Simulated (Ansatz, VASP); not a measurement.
# One calculation of AlNi2, two programs

```
Al Ni
1.0
     3.97400    0.00000    0.00000
    -1.98700    3.44159    0.00000
     0.00000    0.00000    4.90426
Al Ni
2 4
Direct
  0.33333 0.66667 0.18987
  0.66667 0.33333 0.81013
  0.33333 0.66667 0.68511
  0.66667 0.33333 0.31489
  0.00000 0.00000 0.50000
  0.00000 0.00000 0.00000
```

Alike in both runs: task single point; functional PBEsol; k mesh 12 × 12 × 8; occupations gaussian, width 0.1 eV; no spin polarisation.

```csv
,VASP,Ansatz
version,VASP 6.6.1,Ansatz 0.2.0
potentials or method,"VASP PAW PBE potentials, release 64 (Al, Ni), cutoff 520 eV","scalar-relativistic, plane waves, PAW"
valence electrons in the cell,46,78
```

```csv
,VASP,Ansatz,Ansatz less VASP
gap on the k mesh at the Fermi level (eV),none,none,-
pressure (GPa),0.2,0.1,-0.14
rms of the force components (eV/Å),0.021,0.021,-0.0009
```

VASP's potentials were made for PBE, not for PBEsol. Atom by atom the forces differ by 0.004 eV/Å (rms over components). A gap of «none» marks a metal or a gap that the smearing closes. The functional is the same, so the differences come from potentials, cutoffs and numerics. VASP's potentials hold 46 valence electrons a cell and Ansatz's 78, so a difference there can come from the potentials and not from the codes.
